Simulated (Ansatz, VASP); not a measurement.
## Pt4Au: VASP beside Ansatz

File INCAR:

```
PREC = Accurate
ENCUT = 520
EDIFF = 1E-7
ISMEAR = -1
SIGMA = 0.1
LREAL = False
LASPH = True
NELM = 60
ALGO = Normal
ISIF = 2
LWAVE = False
LCHARG = True
LDIPOL = True
IDIPOL = 3
DIPOL = 0.5 0.5 0.500
GGA = PS
LELF = True
LVHAR = True
LVACPOTAV = True
NBANDS = 34
```

Contents of KPOINTS:

```
Automatic mesh
0
Gamma
  12 9 1
```

The input POSCAR:

```
Pt4Au
1.0
    2.7716650196      0.0000000000      0.0000000000
    0.0000000000      3.9197262610      0.0000000000
    0.0000000000      0.0000000000     21.5433000000
Au Pt
1 4
Direct
    0.0000000000      0.0000000000      0.3775261929
    0.5000000000      0.5000000000      0.4317546603
    0.0000000000      0.0000000000      0.5000000018
    0.5000000000      0.5000000000      0.5682453384
    0.0000000000      0.0000000000      0.6224738066
```

Input for Ansatz:

```yaml
crystal:
  lattice:
    - [2.7716650196, 0.0, 0.0]
    - [0.0, 3.919726261, 0.0]
    - [0.0, 0.0, 21.5433]
  atoms:
    - { symbol: Au, position: [0.0, 0.0, 0.3775261929] }
    - { symbol: Pt, position: [0.5, 0.5, 0.4317546603] }
    - { symbol: Pt, position: [0.0, 0.0, 0.5000000018] }
    - { symbol: Pt, position: [0.5, 0.5, 0.5682453384] }
    - { symbol: Pt, position: [0.0, 0.0, 0.6224738066] }
kpoints:
  mp_grid: { grid: [12, 9, 1] }
scf:
  occupations: { method: fermi_dirac, width: 0.1 }
hamiltonian:
  xc: pbesol
  pseudopotentials: { kind: all_electron, lapw: { basis_error: 0.001 } }
output:
  forces: true
  stress: true
  eigenvalues: true
efield:
  axis: 3
  amplitude: 0
  dipole_correction: true
```

Alike in both runs: task single point; functional PBEsol; k mesh 12 × 9 × 1; occupations fermi-dirac, width 0.1 eV; no spin polarisation.

|  | VASP | Ansatz |
| --- | --- | --- |
| version | VASP 6.6.1 | Ansatz 0.2.0 |
| potentials or method | VASP PAW PBE potentials, release 64 (Au, Pt), cutoff 520 eV | all-electron LAPW, scalar-relativistic |

```csv
,VASP,Ansatz,Ansatz less VASP
rms of the force components (eV/Å),0.477,0.480,+0.0030
```

VASP's potentials were made for PBE, not for PBEsol. Atom by atom the forces differ by 0.009 eV/Å (rms over components). Ansatz ran all-electron here, and VASP with PAW potentials.

Spin-orbit coupling is off throughout.
